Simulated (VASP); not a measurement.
A run of VASP 6.6.1:

INCAR

```
ALGO = Normal
EDIFF = 1E-6
ENCUT = 500
GGA = PE
GGA_COMPAT = False
ISIF = 2
ISMEAR = -1
LASPH = True
LCHARG = False
LREAL = False
LWAVE = False
NBANDS = 16
NELM = 120
PREC = Accurate
SIGMA = 0.001
```

The input KPOINTS:

```
k-points
0
Gamma
  6 6 6
```

Contents of POSCAR:

```
GaAs
1.0
    0.0000000000      2.8268500000      2.8268500000
    2.8268500000      0.0000000000      2.8268500000
    2.8268500000      2.8268500000      0.0000000000
Ga As
1 1
Direct
    0.0000000000      0.0000000000      0.0000000000
    0.7500000000      0.7500000000      0.7500000000
```

Potentials or basis: VASP PAW PBE potentials, release 64 (Ga_d, As).

The run is started by

```console
$ cat potpaw_PBE.64/Ga_d/POTCAR potpaw_PBE.64/As/POTCAR > POTCAR
$ mpirun -np 1 vasp_std > vasp.out
```

Hardware: 1 thread of Intel Xeon 8259CL, with other jobs on the host.

How long does it take, and how much memory?

It took 21 s on 1 thread of Intel Xeon 8259CL (shared host), peak memory 0.17 GiB. Counts: scf iterations 12, k points 16.
